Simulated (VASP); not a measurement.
# HfB2 (P6/mmm) in VASP: a series of runs

The runs below take HfB2 through single point, relaxation of cell and atoms, with PBE.

Program: VASP 6.6.1. These are calculated values, not measurements. Logs are shortened: lines on timing, memory, paths and dates and some standing lists are left out, and cuts for length are marked.

### 1 The cell of the first run

The structure is hexagonal, space group P6/mmm (No. 191). Conventional cell: a = 3.133 Å, b = 3.133 Å, c = 3.479 Å, α = 90.00°, β = 90.00°, γ = 120.00°. Within 3.3 Å of Hf (site symmetry 6/mmm) lie 12 B at 2.51 Å and 6 Hf at 3.13 Å. Within 2.4 Å of B (site symmetry -6m2) lie 3 B at 1.81 Å.

### 2 Single point, PBE

The input, INCAR:

```
ALGO = Normal ; EDIFF = 1E-6
ENCUT = 520 ; GGA = PE
ISIF = 2 ; ISMEAR = 0
LASPH = T ; LCHARG = F
LREAL = F ; LWAVE = F
NBANDS = 15 ; NELM = 100
PREC = Accurate ; SIGMA = 0.1
```

The input, KPOINTS:

```
k-points
0
Gamma
  6 6 6
```

The input, POSCAR:

```
HfB2
1.0
    3.1326790800      0.0000000000      0.0000000000
   -1.5663395400      2.7129796700      0.0000000000
    0.0000000000      0.0000000000      3.4792139900
Hf B
1 2
Direct
    0.0000000000      0.0000000000      0.0000000000
    0.3333333300      0.6666666700      0.5000000000
    0.6666666700      0.3333333300      0.5000000000
```

Potentials or basis: VASP PAW PBE potentials, release 64 (Hf_pv, B).

Command:

```
cat potpaw_PBE.64/Hf_pv/POTCAR potpaw_PBE.64/B/POTCAR > POTCAR
mpirun -np 1 vasp_std > vasp.out
```

OUTCAR:

```text
EDIFF = 1E-6
   ENCUT = 520
   GGA = PE
   ISIF = 2
   ISMEAR = 0
   LASPH = T
   LREAL = F
   NELM = 100
   PREC = Accurate

 ion  position               nearest neighbor table
   1  0.000  0.000  0.000-   2 2.51   3 2.51   2 2.51   3 2.51   3 2.51   3 2.51   2 2.51   2 2.51
                             3 2.51   3 2.51   2 2.51   2 2.51
   2  0.333  0.667  0.500-   3 1.81   3 1.81   3 1.81   1 2.51   1 2.51   1 2.51   1 2.51   1 2.51
                             1 2.51
   3  0.667  0.333  0.500-   2 1.81   2 1.81   2 1.81   1 2.51   1 2.51   1 2.51   1 2.51   1 2.51
                             1 2.51

  LATTYP: Found a hexagonal cell.
 ALAT       =     3.1326790800
 C/A-ratio  =     1.1106193457

  Lattice vectors:

 A1 = (   3.1326790800,   0.0000000000,   0.0000000000)
 A2 = (  -1.5663395400,   2.7129796700,   0.0000000000)
 A3 = (   0.0000000000,   0.0000000000,   3.4792139900)

Analysis of symmetry for initial positions (statically):
=====================================================================
 Subroutine PRICEL returns:
 Original cell was already a primitive cell.

 Routine SETGRP: Setting up the symmetry group for a
 hexagonal supercell.

 Subroutine GETGRP returns: Found 24 space group operations
 (whereof 24 operations were pure point group operations)
 out of a pool of 24 trial point group operations.

The static configuration has the point symmetry D_6h.

Analysis of symmetry for dynamics (positions and initial velocities):
=====================================================================
 Subroutine PRICEL returns:
 Original cell was already a primitive cell.

 Routine SETGRP: Setting up the symmetry group for a
 hexagonal supercell.

 Subroutine GETGRP returns: Found 24 space group operations
 (whereof 24 operations were pure point group operations)
 out of a pool of 24 trial point group operations.

The dynamic configuration has the point symmetry D_6h.

 Subroutine INISYM returns: Found 24 space group operations
 (whereof 24 operations are pure point group operations),
 and found     1 'primitive' translations

----------------------------------------------------------------------------------------

                                     Primitive cell

  volume of cell :      29.5695

  direct lattice vectors                    reciprocal lattice vectors
     3.132679080  0.000000000  0.000000000     0.319215590  0.184299206  0.000000000
    -1.566339540  2.712979670  0.000000000     0.000000000  0.368598413  0.000000000
     0.000000000  0.000000000  3.479213990     0.000000000  0.000000000  0.287421240

  length of vectors
     3.132679080  3.132679084  3.479213990     0.368598413  0.368598413  0.287421240

  position of ions in fractional coordinates (direct lattice)
     0.000000000  0.000000000  0.000000000
     0.333333330  0.666666670  0.500000000
     0.666666670  0.333333330  0.500000000

  ion indices of the primitive-cell ions
   primitive index   ion index
                 1           1
                 2           2
                 3           3

----------------------------------------------------------------------------------------

 KPOINTS: k-points

Automatic generation of k-mesh.
 Grid dimensions read from file:
 generate k-points for:    6    6    6

 Generating k-lattice:

  Cartesian coordinates                     Fractional coordinates (reciprocal lattice)
     0.053202598  0.030716534  0.000000000     0.166666667  0.000000000  0.000000000
     0.000000000  0.061433069  0.000000000     0.000000000  0.166666667  0.000000000
     0.000000000  0.000000000  0.047903540     0.000000000  0.000000000  0.166666667

  Length of vectors
     0.061433069  0.061433069  0.047903540

  Shift w.r.t. Gamma in fractional coordinates (k-lattice)
     0.000000000  0.000000000  0.000000000

 Subroutine IBZKPT returns following result:
 ===========================================

 Found     28 irreducible k-points:

 Following reciprocal coordinates:
            Coordinates               Weight
  0.000000  0.000000  0.000000      1.000000
  0.166667 -0.000000  0.000000      6.000000
  0.333333 -0.000000  0.000000      6.000000
  0.500000 -0.000000  0.000000      3.000000
  0.166667  0.166667  0.000000      6.000000
  0.333333  0.166667  0.000000     12.000000
[... 16 lines left out ...]
  0.166667 -0.000000  0.500000      6.000000
  0.333333 -0.000000  0.500000      6.000000
 [... further k-points ...]
   k-points           NKPTS =     28   k-points in BZ     NKDIM =     28   number of bands    NBANDS=     15
   number of dos      NEDOS =    301   number of ions     NIONS =      3
   total plane-waves  NPLWV =  16128
   dimension x,y,z NGX =    24 NGY =   24 NGZ =   28
   dimension x,y,z NGXF=    48 NGYF=   48 NGZF=   56
   ions per type =               1   2
   NGX,Y,Z   is equivalent  to a cutoff of  12.74, 12.74, 13.38 a.u.
   NGXF,Y,Z  is equivalent  to a cutoff of  25.47, 25.47, 26.76 a.u.
 SYSTEM =  unknown system
   PREC   = accura    normal or accurate (medium, high low for compatibility)
   ISTART =      0    job   : 0-new  1-cont  2-samecut
   ICHARG =      2    charge: 1-file 2-atom 10-const
   ISPIN  =      1    spin polarized calculation?
   LNONCOLLINEAR =      F non collinear calculations
   LSORBIT =      F    spin-orbit coupling
   LASPH  =      T    aspherical Exc in radial PAW
   ENCUT  =  520.0 eV  38.22 Ry    6.18 a.u.   5.82  5.82  6.47*2*pi/ulx,y,z
   NELM   =    100;   NELMIN=  2; NELMDL= -5     # of ELM steps
   EDIFF  = 0.1E-05   stopping-criterion for ELM
   LREAL  =      F    real-space projection
   EDIFFG = 0.1E-04   stopping-criterion for IOM
   NSW    =      0    number of steps for IOM
   IBRION =     -1    ionic relax: 0-MD 1-quasi-New 2-CG
   NFREE  =      0    steps in history (QN), initial steepest desc. (CG)
   ISIF   =      2    stress and relaxation
   ISYM   =      2    0-nonsym 1-usesym 2-fastsym
   POTIM  = 0.5000    time-step for ionic-motion
   TEBEG  =    0.0;   TEEND  =   0.0 temperature during run
   PSTRESS=    0.0 pullay stress
   NELECT =      16.0000    total number of electrons
   NUPDOWN=      -1.0000    fix difference up-down
   EMIN   =  10.00;   EMAX   =-10.00  energy-range for DOS
   EFERMI =   0.00;   METHOD = LEGACY
   ISMEAR =     0;   SIGMA  =   0.10  broadening in eV -4-tet -1-fermi 0-gaus
   EFERMI_NEDOS =   21; number of points for ismear=-14 and -15
   IALGO  =     38    algorithm
   IMIX   =      4    mixing-type and parameters
     AMIX     =   0.40;   BMIX     =  1.00
     AMIX_MAG =   1.60;   BMIX_MAG =  1.00
  volume/ion in A,a.u.               =       9.86        66.51
  Fermi-wavevector in a.u.,A,eV,Ry     =   1.334034  2.520959 24.213571  1.779647
  Thomas-Fermi vector in A             =   2.462847
   LORBIT       =      0    0 simple, 1 ext, 2 COOP (PROOUT), +10 PAW based schemes
   GGA     = PE    functional components
   LHFCALC =     F    Hartree Fock is set to
   AEXX    =    0.0000 exact exchange contribution
   IVDW    =     0    specifies the selected vdW correction
   LEPSILON=     F    determine dielectric tensor
   LRPA    =     F    only Hartree local field effects (RPA)
 non-spin polarized calculation
 Gauss-broadening in eV      SIGMA  =   0.10
  energy-cutoff  :      520.00
  volume of cell :       29.57
 maximum number of plane-waves:       816
 NGX is ok and might be reduce to    24
   NGX = 11   NGY = 11   NGZ = 13

 number of electron      15.9999998 magnetization

 Free energy of the ion-electron system (eV)
  ---------------------------------------------------
  ext. energy  EPLUGINS =         0.00000000
  ---------------------------------------------------
  free energy    TOTEN  =       -26.34306023 eV

  energy without entropy =      -26.33771833  energy(sigma->0) =      -26.34038928

 E-fermi :   7.3062     XC(G=0): -12.6197

 val. band max:        7.2191546356   @ k =   0.1667   0.1667   0.1667
 cond. band min:       7.3486414839   @ k =   0.1667   0.1667   0.1667
 fundamental gap:      0.1294868483
 Fermi energy:         7.3062128163

 k-point     1 :       0.0000    0.0000    0.0000
  band No.  band energies     occupation
      1     -22.9247      2.00000
      2     -22.3897      2.00000
      3     -22.3897      2.00000
      4      -6.0811      2.00000
      5       4.6880      2.00000
      6       4.8153      2.00000
      7       4.8153      2.00000
      8       4.9046      2.00000
      9      11.7598      0.00000
     10      11.7598      0.00000
     11      12.3878      0.00000
     12      12.3878      0.00000
     13      12.7263      0.00000
     14      12.7263      0.00000
     15      12.7687      0.00000

 k-point     2 :       0.1667   -0.0000    0.0000
  band No.  band energies     occupation
      1     -22.8910      2.00000
      2     -22.5947      2.00000
      3     -22.4355      2.00000
      4      -5.4940      2.00000
      5       3.3682      2.00000
      6       4.4592      2.00000
      7       4.7498      2.00000
      8       5.2045      2.00000
      9      10.1714      0.00000
     10      11.3793      0.00000
     11      11.4185      0.00000
     12      12.0788      0.00000
     13      13.6903      0.00000
     14      14.7044      0.00000
     15      14.9221      0.00000

 k-point     3 :       0.3333   -0.0000    0.0000
  band No.  band energies     occupation
      1     -22.9826      2.00000
      2     -22.8227      2.00000
      3     -22.5256      2.00000
      4      -3.9423      2.00000
      5       0.8280      2.00000
      6       3.8013      2.00000
      7       4.4522      2.00000
      8       5.2728      2.00000
      9      10.5581      0.00000
     10      10.6163      0.00000
     11      10.7310      0.00000
     12      12.3638      0.00000
     13      13.7844      0.00000
     14      16.7599      0.00000
     15      18.1363      0.00000

 k-point     4 :       0.5000   -0.0000    0.0000
  band No.  band energies     occupation
      1     -23.1668      2.00000
      2     -22.7883      2.00000
      3     -22.5699      2.00000
      4      -2.0966      2.00000
      5      -1.3563      2.00000
      6       3.5457      2.00000
      7       4.2617      2.00000
      8       4.8352      2.00000
      9       9.8134      0.00000
     10      10.4478      0.00000
     11      13.3183      0.00000
     12      13.5025      0.00000
     13      14.0486      0.00000
     14      15.1237      0.00000
     15      18.8857      0.00000
[... 307 lines left out ...]
 k-point    22 :       0.0000    0.0000    0.5000
  band No.  band energies     occupation
      1     -23.2022      2.00000
      2     -22.3691      2.00000
      3     -22.3691      2.00000
      4      -3.6675      2.00000
      5      -0.6767      2.00000
      6       6.5100      2.00000
      7       6.5100      2.00000
      8       8.0428      0.00000
      9       8.0428      0.00000
     10       8.7335      0.00000
     11       8.7335      0.00000
     12       9.9117      0.00000
     13      12.8257      0.00000
     14      15.0930      0.00000
     15      18.9154      0.00000

 k-point    23 :       0.1667   -0.0000    0.5000
  band No.  band energies     occupation
      1     -23.1581      2.00000
      2     -22.5668      2.00000
      3     -22.4127      2.00000
      4      -3.5204      2.00000
      5       0.1729      2.00000
      6       4.0330      2.00000
      7       4.7127      2.00000
      8       6.9860      1.99999
      9       9.5819      0.00000
     10       9.7519      0.00000
     11      10.3789      0.00000
     12      10.5530      0.00000
     13      15.1544      0.00000
     14      16.1009      0.00000
     15      18.6413      0.00000

 k-point    24 :       0.3333   -0.0000    0.5000
  band No.  band energies     occupation
      1     -23.0685      2.00000
      2     -22.9427      2.00000
      3     -22.4986      2.00000
      4      -3.0734      2.00000
      5       1.3876      2.00000
      6       2.0727      2.00000
      7       3.2318      2.00000
      8       5.2932      2.00000
      9      11.0518      0.00000
     10      11.4530      0.00000
     11      11.9016      0.00000
     12      13.6786      0.00000
     13      15.9537      0.00000
     14      16.6554      0.00000
     15      18.8599      0.00000

 [... further k-points ...]

------------------------ aborting loop because EDIFF is reached ----------------------------------------

  FORCE on cell =-STRESS in cart. coord.  units (eV):
  Direction    XX          YY          ZZ          XY          YZ          ZX
  --------------------------------------------------------------------------------------
  -------------------------------------------------------------------------------------
  Total        0.6528476      0.6528476      0.0962630      0.0000000     -0.0000000      0.0000000
  in kB       35.3735608     35.3735609      5.2158661      0.0000000     -0.0000000      0.0000000
  external PRESSURE =      25.3209959 kB  Pullay stress =       0.0000000 kB

 VOLUME and BASIS-vectors are now :
 -----------------------------------------------------------------------------
  energy-cutoff  :      520.00
  volume of cell :       29.57
      direct lattice vectors                 reciprocal lattice vectors
     3.132679080  0.000000000  0.000000000     0.319215590  0.184299206  0.000000000
    -1.566339540  2.712979670  0.000000000     0.000000000  0.368598413  0.000000000
     0.000000000  0.000000000  3.479213990     0.000000000  0.000000000  0.287421240

 POSITION                                       TOTAL-FORCE (eV/Angst)
 -----------------------------------------------------------------------------------
      0.00000      0.00000      0.00000         0.000000      0.000000      0.000000
     -0.00000      1.80865      1.73961         0.000000      0.000000     -0.000000
      1.56634      0.90433      1.73961        -0.000000      0.000000      0.000000
 -----------------------------------------------------------------------------------
    total drift:                                0.000000     -0.000000     -0.000000

  FREE ENERGIE OF THE ION-ELECTRON SYSTEM (eV)
  ---------------------------------------------------
  free  energy   TOTEN  =       -26.3430602295 eV

  energy  without entropy=      -26.3377183305  energy(sigma->0) =      -26.34038928
```

Wall time 16 s (1 thread of Intel Xeon 8259CL, shared host); peak memory 0.15 GiB.

What came out:

| Quantity | Value |
| --- | --- |
| Free energy | -26.3431 eV |
| Pressure | 2.5 GPa |
| Band gap on the k mesh | zero (bands 8 and 9 overlap by 1.17 eV) |

Caveat: the k points lie up to 0.39 Å⁻¹ apart, too coarse for converged energies and pressures of a metal; spin-orbit coupling is left out, which moves the levels of the heavy elements.

### 3 Single point, PBE

This run uses another cell than the first one, of 9.96 Å³/atom.

The input, INCAR:

```
SYSTEM = HfB2
PREC = Accurate
ENCUT = 520
EDIFF = 1E-7
ISMEAR = 0
SIGMA = 0.1
LREAL = .FALSE.
LASPH = .TRUE.
NELM = 80
ALGO = Normal
ISIF = 2
LWAVE = .FALSE.
LCHARG = .FALSE.
GGA = PE
NBANDS = 15
```

The input, KPOINTS:

```
regular mesh
0
G
  15 15 12
  0 0 0
```

The input, POSCAR:

```
HfB2
1.0
    3.1450434679      0.0000000000      0.0000000000
   -1.5725217339      2.7236875392      0.0000000000
    0.0000000000      0.0000000000      3.4874273559
Hf B
1 2
Direct
    0.0000000000      0.0000000000      0.0000000000
    0.3333333333      0.6666666667      0.5000000000
    0.6666666667      0.3333333333      0.5000000000
```

Potentials or basis: VASP PAW PBE potentials, release 64 (Hf_pv, B).

Command:

```
cat potpaw_PBE.64/Hf_pv/POTCAR potpaw_PBE.64/B/POTCAR > POTCAR
mpirun -np 1 vasp_std > vasp.out
```

Run time: 87 s. Hardware: 1 thread of Intel Xeon 8259CL, shared host; peak memory 0.21 GiB.

The run converged. Its results:

* Free energy: -26.4017 eV
* Pressure: -0.4 GPa
* Band gap on the k mesh: zero (bands 8 and 9 overlap by 1.03 eV)

Stress tensor (GPa, compression positive):
```
-0.46  0.00  0.00
 0.00 -0.46  0.00
 0.00  0.00 -0.19
```

Levels at points of the mesh, in eV from the Fermi level:
```csv
k point,band 6,band 7,band 8,band 9,band 10,band 11
"(0.00, 0.00, 0.00)",-2.91,-2.91,-2.82,3.97,3.97,4.60
"(0.00, 0.00, 0.50)",-1.22,-1.22,0.29,0.29,0.97,0.97
```

Caveat: spin-orbit coupling is left out, which moves the levels of the heavy elements.

### 4 Single point, PBE

This run uses another cell than the first one, of 9.96 Å³/atom.

The input, INCAR:

```
PREC = Accurate
ENCUT = 520
EDIFF = 1E-6
ISMEAR = -1
SIGMA = 0.15
LREAL = False
LASPH = True
NELM = 80
ALGO = Normal
ISIF = 2
LWAVE = False
LCHARG = False
GGA = PE
NBANDS = 15
```

The input, KPOINTS:

```
regular mesh
0
Gamma
  15 15 12
```

The input, POSCAR:

```
HfB2
1.0
    3.1457427119      0.0000000000      0.0000000000
   -1.5728713559      2.7242931023      0.0000000000
    0.0000000000      0.0000000000      3.4864502858
Hf B
1 2
Direct
    0.0000000000      0.0000000000      0.0000000000
    0.3333333333      0.6666666667      0.5000000000
    0.6666666667      0.3333333333      0.5000000000
```

Command:

```
cat potpaw_PBE.64/Hf_pv/POTCAR potpaw_PBE.64/B/POTCAR > POTCAR
mpirun -np 1 vasp_std > vasp.out
```

Run time: 80 s. Hardware: 1 thread of Intel Xeon 8259CL, shared host; peak memory 0.21 GiB.

The run converged. Its results:

```yaml
Free_energy: -26.4104 eV
Pressure: -0.4 GPa
Band_gap_on_the_k_mesh: zero (bands 8 and 9 overlap by 1.03 eV)
```

Stress tensor (GPa, compression positive):
```
-0.46  0.00  0.00
 0.00 -0.46  0.00
 0.00  0.00 -0.19
```

Levels at points of the mesh, in eV from the Fermi level:
```tsv
k point	band 4	band 5	band 6	band 7	band 8	band 9	band 10	band 11	band 12	band 13
(0.00, 0.00, 0.00)	-13.73	-3.00	-2.89	-2.89	-2.79	3.99	3.99	4.62	4.62	4.94
(0.00, 0.00, 0.50)	-11.35	-8.35	-1.20	-1.20	0.31	0.31	0.99	0.99	2.21	5.05
```

Caveat: spin-orbit coupling is left out, which moves the levels of the heavy elements.

(Part 1 of 2 ends here.)
